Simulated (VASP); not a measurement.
The system is N.

```
N
1.0
     4.08406    0.00000    0.00000
     0.00000    4.08406    0.00000
     0.00000    0.00000    5.34591
N
4
Direct
  0.40428 0.59572 0.50000
  0.09572 0.09572 0.00000
  0.59572 0.40428 0.50000
  0.90428 0.90428 0.00000
```

Base run:

```yaml
Program: VASP 6.6.1
Functional: LDA
Potentials_or_basis: VASP PAW LDA potentials, release 64 (N)
Cutoff: 520 eV
k_mesh: 4 × 4 × 3
Occupations: fermi-dirac, width 0.05 eV
Spin: no spin polarisation
```

Its results: band gap on the k mesh 6.70 eV (least direct gap 6.90 eV); pressure -1.2 GPa; largest force 0.367 eV/Å.

After a change of settings the same cell gave: band gap on the k mesh 9.33 eV (least direct gap 9.53 eV); pressure -3.6 GPa; largest force 2.750 eV/Å. Which change was it?
A. functional from LDA to PBE0; potentials or basis from VASP PAW LDA potentials, release 64 (N) to VASP PAW PBE potentials, release 64 (N)
B. functional from LDA to HSE06; potentials or basis from VASP PAW LDA potentials, release 64 (N) to VASP PAW PBE potentials, release 64 (N)
C. functional from LDA to PBEsol; potentials or basis from VASP PAW LDA potentials, release 64 (N) to VASP PAW PBE potentials, release 64 (N)
D. functional from LDA to r2SCAN-based global hybrid with 15 % exact exchange; potentials or basis from VASP PAW LDA potentials, release 64 (N) to VASP PAW PBE potentials, release 64 (N_h); cutoff from 520 eV to 1080 eV

D.

Caveats: the standard files for N, O and F lose accuracy on very short bonds (at least some runs); the stress differs along the axes, from -5 to 0 GPa (at least some runs); the PAW data sets were made with another functional, which shifts forces and pressure a little (at least some runs).
